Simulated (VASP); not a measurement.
# ZrB2 (I4_1md) in VASP: further runs, part 2 of 2

VASP 6.6.1. Earlier steps stand in the parts before.

### 4 Single point, PBE

INCAR reads:

```
PREC = Accurate
ENCUT = 520
EDIFF = 1E-6
ISMEAR = 0
SIGMA = 0.1
LREAL = F
LASPH = T
NELM = 60
ALGO = Normal
ISIF = 2
LWAVE = F
LCHARG = F
GGA = PE
NBANDS = 27
```

KPOINTS reads:

```
Automatic mesh
0
Gamma
  12 12 12
```

POSCAR reads:

```
ZrB2
1.0
   -2.2434831107      2.2434831107      3.1535550817
    2.2434831107     -2.2434831107      3.1535550817
    2.2434831107      2.2434831107     -3.1535550817
Zr B
2 4
Direct
    0.0594589445      0.0594589445      0.0000000000
    0.8094589445      0.3094589445      0.5000000000
    0.4588128153      0.6685376813      0.7902751340
    0.8782625473      0.6685376813      0.2097248660
    0.4185376813      0.7088128153      0.2902751340
    0.4185376813      0.1282625473      0.7097248660
```

Potentials or basis: VASP PAW PBE potentials, release 64 (Zr_sv, B).

Launch:

```sh
> cat potpaw_PBE.64/Zr_sv/POTCAR potpaw_PBE.64/B/POTCAR > POTCAR
> mpirun -np 1 vasp_std > vasp.out
```

OUTCAR:

```text
PREC = Accurate
   ENCUT = 520
   EDIFF = 1E-6
   ISMEAR = 0
   LREAL = F
   LASPH = T
   NELM = 60
   ISIF = 2
   GGA = PE

 ion  position               nearest neighbor table
   1  0.059  0.059  0.000-   6 2.59   5 2.59   5 2.59   6 2.59   6 2.61   5 2.61   3 2.64   4 2.64
                             4 2.68   3 2.68   3 2.68   4 2.68   2 2.74   2 2.74   2 2.74   2 2.74
   2  0.809  0.309  0.500-   4 2.59   3 2.59   3 2.59   4 2.59   4 2.61   3 2.61   5 2.64   6 2.64
                             6 2.68   5 2.68   5 2.68   6 2.68   1 2.74   1 2.74   1 2.74   1 2.74
   3  0.459  0.669  0.790-   4 1.88   2 2.59   2 2.59   2 2.61   1 2.64   1 2.68   1 2.68
   4  0.878  0.669  0.210-   3 1.88   2 2.59   2 2.59   2 2.61   1 2.64   1 2.68   1 2.68
   5  0.419  0.709  0.290-   6 1.88   1 2.59   1 2.59   1 2.61   2 2.64   2 2.68   2 2.68
   6  0.419  0.128  0.710-   5 1.88   1 2.59   1 2.59   1 2.61   2 2.64   2 2.68   2 2.68

  LATTYP: Found a body centered tetragonal cell.
 ALAT       =     4.4869662214
 C/A-ratio  =     1.4056513582

  Lattice vectors:

 A1 = (  -2.2434831107,   2.2434831107,   3.1535550817)
 A2 = (   2.2434831107,  -2.2434831107,   3.1535550817)
 A3 = (   2.2434831107,   2.2434831107,  -3.1535550817)

Analysis of symmetry for initial positions (statically):
=====================================================================
 Subroutine PRICEL returns:
[... 185 lines left out ...]
 cond. band min:      10.3168272155   @ k =   0.5000   0.5000   0.5000
 fundamental gap:      0.0024257421
 Fermi energy:        10.3161940081

 k-point     1 :       0.0000    0.0000    0.0000
  band No.  band energies     occupation
      1     -38.2442      2.00000
      2     -37.7001      2.00000
      3     -16.6896      2.00000
      4     -16.6896      2.00000
      5     -16.6747      2.00000
      6     -15.7798      2.00000
[... 709 lines left out ...]
     26      15.3409      0.00000
     27      16.1489      0.00000

 [... further k-points ...]
[... 5 lines left out ...]
  --------------------------------------------------------------------------------------
  -------------------------------------------------------------------------------------
  Total        0.0531091      0.0531091      0.0336722      0.0000000      0.0000000      0.0000000
  in kB        1.3402119      1.3402119      0.8497207      0.0000000      0.0000000      0.0000000
  external PRESSURE =       1.1767148 kB  Pullay stress =       0.0000000 kB

 VOLUME and BASIS-vectors are now :
 -----------------------------------------------------------------------------
  energy-cutoff  :      520.00
  volume of cell :       63.49
      direct lattice vectors                 reciprocal lattice vectors
    -2.243483111  2.243483111  3.153555082     0.000000000  0.222867735  0.158551218
     2.243483111 -2.243483111  3.153555082     0.222867735  0.000000000  0.158551218
     2.243483111  2.243483111 -3.153555082     0.222867735  0.222867735  0.000000000

 POSITION                                       TOTAL-FORCE (eV/Angst)
 -----------------------------------------------------------------------------------
      0.00000      0.00000      0.37501         0.000000     -0.000000      0.002087
     -0.00000      2.24348      1.95179         0.000000     -0.000000      0.002087
      2.24348      1.30245      1.06299        -0.000000     -0.007750     -0.001043
      0.00000      0.94103      4.21654        -0.000000      0.007750     -0.001043
      1.30245      0.00000      2.63976        -0.007750     -0.000000     -0.001043
      0.94103      2.24348     -0.51379         0.007750     -0.000000     -0.001043
 -----------------------------------------------------------------------------------
    total drift:                               -0.000000     -0.000000     -0.000168

  FREE ENERGIE OF THE ION-ELECTRON SYSTEM (eV)
  ---------------------------------------------------
  free  energy   TOTEN  =       -42.7553364708 eV

  energy  without entropy=      -42.7410832596  energy(sigma->0) =      -42.74820987
```

stdout:

```text
POSCAR found type information on POSCAR ZrB
 POSCAR found :  2 types and       6 ions
 scaLAPACK will be used
 LDA part: xc-table for (Slater+PW92), standard interpolation
 POSCAR, INCAR and KPOINTS ok, starting setup
 FFT: planning ... GRIDC
 FFT: planning ... GRID_SOFT
 FFT: planning ... GRID
 WAVECAR not read
 entering main loop
```

Run time: 6.7 min. Hardware: 1 thread of Intel Xeon 8259CL, shared host; peak memory 0.37 GiB.

What came out:

```yaml
Free_energy: -42.7553 eV
Pressure: 0.1 GPa
Largest_force: 0.008 eV/Å
Band_gap_on_the_k_mesh: zero (bands 18 and 19 overlap by 0.54 eV)
```

Forces on the atoms (eV/Å):
```
Zr   0.000  0.000  0.002
Zr   0.000  0.000  0.002
B    0.000 -0.008 -0.001
B    0.000  0.008 -0.001
B   -0.008  0.000 -0.001
B    0.008  0.000 -0.001
```

### 5 Relaxation of cell and atoms, PBE

INCAR reads:

```
SYSTEM = ZrB2
PREC = Accurate
ENCUT = 600
EDIFF = 1E-6
ISMEAR = 0
SIGMA = 0.1
LREAL = .FALSE.
LASPH = .TRUE.
NELM = 80
ALGO = Normal
ISIF = 3
LWAVE = .FALSE.
LCHARG = .FALSE.
GGA = PE
IBRION = 2
NSW = 100
EDIFFG = -0.01
```

KPOINTS reads:

```
regular mesh
0
G
  12 12 12
  0 0 0
```

POSCAR reads:

```
ZrB2
1.0
   -2.2453473306      2.2453473306      3.1507829565
    2.2453473306     -2.2453473306      3.1507829565
    2.2453473306      2.2453473306     -3.1507829565
Zr B
2 4
Direct
    0.0593747822      0.0593747822      0.0000000000
    0.8093747822      0.3093747822      0.5000000000
    0.4591231317      0.6685797624      0.7905433693
    0.8780363932      0.6685797624      0.2094566307
    0.4185797624      0.7091231317      0.2905433693
    0.4185797624      0.1280363932      0.7094566307
```

Potentials or basis: VASP PAW PBE potentials, release 64 (Zr_sv, B).

Launch:

```sh
> cat potpaw_PBE.64/Zr_sv/POTCAR potpaw_PBE.64/B/POTCAR > POTCAR
> mpirun -np 1 vasp_std > vasp.out
```

OUTCAR:

```text
SYSTEM = ZrB2
   PREC = Accurate
   ENCUT = 600
   EDIFF = 1E-6
   ISMEAR = 0
   LREAL = .FALSE.
   LASPH = .TRUE.
   NELM = 80
   ISIF = 3
   GGA = PE
   IBRION = 2
   NSW = 100
   EDIFFG = -0.01

 ion  position               nearest neighbor table
   1  0.059  0.059  0.000-   6 2.59   5 2.59   5 2.59   6 2.59   5 2.61   6 2.61   4 2.64   3 2.64
                             4 2.69   3 2.69   3 2.69   4 2.69   2 2.74   2 2.74   2 2.74   2 2.74
   2  0.809  0.309  0.500-   4 2.59   3 2.59   3 2.59   4 2.59   3 2.61   4 2.61   6 2.64   5 2.64
                             6 2.69   5 2.69   5 2.69   6 2.69   1 2.74   1 2.74   1 2.74   1 2.74
   3  0.459  0.669  0.791-   4 1.88   2 2.59   2 2.59   2 2.61   1 2.64   1 2.69   1 2.69
   4  0.878  0.669  0.209-   3 1.88   2 2.59   2 2.59   2 2.61   1 2.64   1 2.69   1 2.69
   5  0.419  0.709  0.291-   6 1.88   1 2.59   1 2.59   1 2.61   2 2.64   2 2.69   2 2.69
   6  0.419  0.128  0.709-   5 1.88   1 2.59   1 2.59   1 2.61   2 2.64   2 2.69   2 2.69

  LATTYP: Found a body centered tetragonal cell.
 ALAT       =     4.4906946612
 C/A-ratio  =     1.4032496949

  Lattice vectors:

 A1 = (  -2.2453473306,   2.2453473306,   3.1507829565)
 A2 = (   2.2453473306,  -2.2453473306,   3.1507829565)
 A3 = (   2.2453473306,   2.2453473306,  -3.1507829565)

Analysis of symmetry for initial positions (statically):
=====================================================================
 Subroutine PRICEL returns:
 Original cell was already a primitive cell.

 Routine SETGRP: Setting up the symmetry group for a
 body centered tetragonal supercell.

 Subroutine GETGRP returns: Found  8 space group operations
 (whereof  4 operations were pure point group operations)
 out of a pool of 16 trial point group operations.

The static configuration has the point symmetry C_2v.
 The point group associated with its full space group is C_4v.

Analysis of symmetry for dynamics (positions and initial velocities):
=====================================================================
 Subroutine PRICEL returns:
 Original cell was already a primitive cell.

 Routine SETGRP: Setting up the symmetry group for a
 body centered tetragonal supercell.

 Subroutine GETGRP returns: Found  8 space group operations
 (whereof  4 operations were pure point group operations)
 out of a pool of 16 trial point group operations.

The dynamic configuration has the point symmetry C_2v.
 The point group associated with its full space group is C_4v.

 Subroutine INISYM returns: Found  8 space group operations
 (whereof  4 operations are pure point group operations),
 and found     1 'primitive' translations

----------------------------------------------------------------------------------------

                                     Primitive cell

  volume of cell :      63.5398

  direct lattice vectors                    reciprocal lattice vectors
    -2.245347331  2.245347331  3.150782957     0.000000000  0.222682697  0.158690715
[... 133 lines left out ...]
--------------------------------------- Ionic step        1  -------------------------------------------

 number of electron      36.0000000 magnetization

 Free energy of the ion-electron system (eV)
  ---------------------------------------------------
  ext. energy  EPLUGINS =         0.00000000
  ---------------------------------------------------
  free energy    TOTEN  =       -42.75782677 eV

  energy without entropy =      -42.74354312  energy(sigma->0) =      -42.75068495

------------------------ aborting loop because EDIFF is reached ----------------------------------------

  FORCE on cell =-STRESS in cart. coord.  units (eV):
  Direction    XX          YY          ZZ          XY          YZ          ZX
  --------------------------------------------------------------------------------------
  -------------------------------------------------------------------------------------
  Total       -0.0533591     -0.0533591      0.0849409      0.0000000      0.0000000      0.0000000
  in kB       -1.3454684     -1.3454684      2.1418136      0.0000000      0.0000000      0.0000000
  external PRESSURE =      -0.1830410 kB  Pullay stress =       0.0000000 kB

 VOLUME and BASIS-vectors are now :
 -----------------------------------------------------------------------------
  energy-cutoff  :      600.00
  volume of cell :       63.54
      direct lattice vectors                 reciprocal lattice vectors
    -2.245347331  2.245347331  3.150782957     0.000000000  0.222682697  0.158690715
     2.245347331 -2.245347331  3.150782957     0.222682697  0.000000000  0.158690715
     2.245347331  2.245347331 -3.150782957     0.222682697  0.222682697  0.000000000

 POSITION                                       TOTAL-FORCE (eV/Angst)
 -----------------------------------------------------------------------------------
      0.00000      0.00000      0.37415        -0.000000     -0.000000      0.010524
      0.00000      2.24535      1.94955        -0.000000     -0.000000      0.010524
      2.24535      1.30474      1.06232        -0.000000     -0.014625     -0.005262
     -0.00000      0.94061      4.21310        -0.000000      0.014625     -0.005262
      1.30474      0.00000      2.63771        -0.014625     -0.000000     -0.005262
      0.94061      2.24535     -0.51307         0.014625     -0.000000     -0.005262
 -----------------------------------------------------------------------------------
    total drift:                               -0.000000     -0.000000     -0.000029

  FREE ENERGIE OF THE ION-ELECTRON SYSTEM (eV)
  ---------------------------------------------------
  free  energy   TOTEN  =       -42.7578267699 eV

  energy  without entropy=      -42.7435431233  energy(sigma->0) =      -42.75068495

--------------------------------------- Ionic step        2  -------------------------------------------

 number of electron      36.0000000 magnetization

 Free energy of the ion-electron system (eV)
  ---------------------------------------------------
  ext. energy  EPLUGINS =         0.00000000
  ---------------------------------------------------
  free energy    TOTEN  =       -42.75793545 eV

  energy without entropy =      -42.74367328  energy(sigma->0) =      -42.75080437

 E-fermi :  10.3081     XC(G=0): -12.3614

 val. band max:       10.3055895366   @ k =  -0.3333  -0.4167   0.0833
 cond. band min:      10.3102060856   @ k =  -0.4167  -0.4167   0.3333
 fundamental gap:      0.0046165490
 Fermi energy:        10.3081103563

 k-point     1 :       0.0000    0.0000    0.0000
  band No.  band energies     occupation
      1     -38.2535      2.00000
      2     -37.7106      2.00000
      3     -16.6987      2.00000
      4     -16.6987      2.00000
      5     -16.6827      2.00000
      6     -15.7904      2.00000
[... 589 lines left out ...]
     21      12.3355      0.00000
     22      13.0861      0.00000

 [... further k-points ...]
[... 5 lines left out ...]
  --------------------------------------------------------------------------------------
  -------------------------------------------------------------------------------------
  Total       -0.0117447     -0.0117447      0.0309499      0.0000000      0.0000000      0.0000000
  in kB       -0.2961990     -0.2961990      0.7805489      0.0000000      0.0000000      0.0000000
  external PRESSURE =       0.0627170 kB  Pullay stress =       0.0000000 kB

 VOLUME and BASIS-vectors are now :
 -----------------------------------------------------------------------------
  energy-cutoff  :      600.00
  volume of cell :       63.53
      direct lattice vectors                 reciprocal lattice vectors
    -2.244384008  2.244384008  3.152934822     0.000000000  0.222778276  0.158582409
     2.244384008 -2.244384008  3.152934822     0.222778276  0.000000000  0.158582409
     2.244384008  2.244384008 -3.152934822     0.222778276  0.222778276  0.000000000

 POSITION                                       TOTAL-FORCE (eV/Angst)
 -----------------------------------------------------------------------------------
      2.24438      2.24438     -2.77802         0.000000      0.000000      0.003216
      0.00000      2.24438      1.95139         0.000000     -0.000000      0.003216
      2.24438      1.30348      1.06279         0.000000     -0.009556     -0.001608
     -0.00000      0.94091      4.21572         0.000000      0.009556     -0.001608
      1.30348      0.00000      2.63926        -0.009556     -0.000000     -0.001608
      0.94091      2.24438     -0.51368         0.009556      0.000000     -0.001608
 -----------------------------------------------------------------------------------
    total drift:                               -0.000000     -0.000000      0.000440

  FREE ENERGIE OF THE ION-ELECTRON SYSTEM (eV)
  ---------------------------------------------------
  free  energy   TOTEN  =       -42.7579354514 eV

  energy  without entropy=      -42.7436732812  energy(sigma->0) =      -42.75080437

 reached required accuracy - stopping structural energy minimisation
```

CONTCAR:

```text
ZrB2
   1.00000000000000
    -2.2443840076098862    2.2443840076098862    3.1529348217394877
     2.2443840076098862   -2.2443840076098862    3.1529348217394877
     2.2443840076098862    2.2443840076098862   -3.1529348217394877
  Zr              B
     2     4
Direct
     0.0594553512035669    0.0594553512035669    1.0000000000000000
     0.8094553512035669    0.3094553512035669    0.5000000000000000
     0.4589257370023955    0.6685394778982181    0.7903862591041845
     0.8781532188940354    0.6685394778982181    0.2096137408958155
     0.4185394778982181    0.7089257370023955    0.2903862591041845
     0.4185394778982181    0.1281532188940354    0.7096137408958155

  0.00000000E+00  0.00000000E+00  0.00000000E+00
  0.00000000E+00  0.00000000E+00  0.00000000E+00
  0.00000000E+00  0.00000000E+00  0.00000000E+00
  0.00000000E+00  0.00000000E+00  0.00000000E+00
  0.00000000E+00  0.00000000E+00  0.00000000E+00
  0.00000000E+00  0.00000000E+00  0.00000000E+00
```

It took 9 min on 1 thread of Intel Xeon 8259CL, shared host; peak memory 0.39 GiB.

What came out:

* Free energy: -42.7579 eV
* Relaxed volume: 10.59 Å³/atom
* Relaxed cell: a = 4.474 Å, b = 4.474 Å, c = 4.474 Å, α = 119.78°, β = 119.78°, γ = 90.38°
* Space group after relaxing (to 0.1 Å): I4_1md (No. 109)
* Energy gained by relaxing: 0.0 meV/atom
* Ionic steps: 2
* Pressure after relaxing: 0.0 GPa
* Largest force after relaxing: 0.010 eV/Å
* Band gap on the k mesh: zero (bands 18 and 19 overlap by 0.54 eV)

Forces in eV/Å, atoms in the order of the input:
```
Zr   0.000  0.000  0.003
Zr   0.000  0.000  0.003
B    0.000 -0.010 -0.002
B    0.000  0.010 -0.002
B   -0.010  0.000 -0.002
B    0.010  0.000 -0.002
```

Step by step:
```tsv
step	energy change (eV)	largest force (eV/Å)	pressure (GPa)	volume (Å³)
1	0.0000	0.0155	-0.02	63.54
2	-0.0001	0.0097	0.01	63.53
```

Final structure:
```
CELL_PARAMETERS angstrom
-2.24438 2.24438 3.15293
2.24438 -2.24438 3.15293
2.24438 2.24438 -3.15293
ATOMIC_POSITIONS crystal
Zr 0.05946 0.05946 0.00000
Zr 0.80946 0.30946 0.50000
B 0.45893 0.66854 0.79039
B 0.87815 0.66854 0.20961
B 0.41854 0.70893 0.29039
B 0.41854 0.12815 0.70961
```

### 6 Overview

| task | cell | k mesh | cutoff (eV) | gap on the mesh (eV) | pressure (GPa) | relaxed volume (Å³/atom) | largest force (eV/Å) |
| --- | --- | --- | --- | --- | --- | --- | --- |
| single point | a = 4.473 Å, angles 119.7, 119.7, 90.4°, 6 atoms, atomic positions A | 6 × 6 × 6 | 520 | none | 0.1 | - | - |
| relaxation of cell and atoms | relaxed from a = 4.379 Å, angles 108.8, 108.8, 110.9°, 6 atoms, atomic positions B | 6 × 6 × 6 | 600 | none | -0.3 | 10.61 | 0.02 |
| single point | a = 4.473 Å, angles 119.8, 119.8, 90.3°, 6 atoms, atomic positions A | 12 × 12 × 12 | 520 | none | 0.1 | - | 0.01 |
| relaxation of cell and atoms | relaxed from a = 4.473 Å, angles 119.7, 119.7, 90.4°, 6 atoms, atomic positions A | 12 × 12 × 12 | 600 | none | 0.0 | 10.59 | 0.01 |

Alike in all rows: level PBE; potentials or basis VASP PAW PBE potentials, release 64 (Zr_sv, B); no spin polarisation; smearing gaussian 0.1 eV.

Total energies depend on the potentials used, so only differences within one code and one set of settings carry meaning.
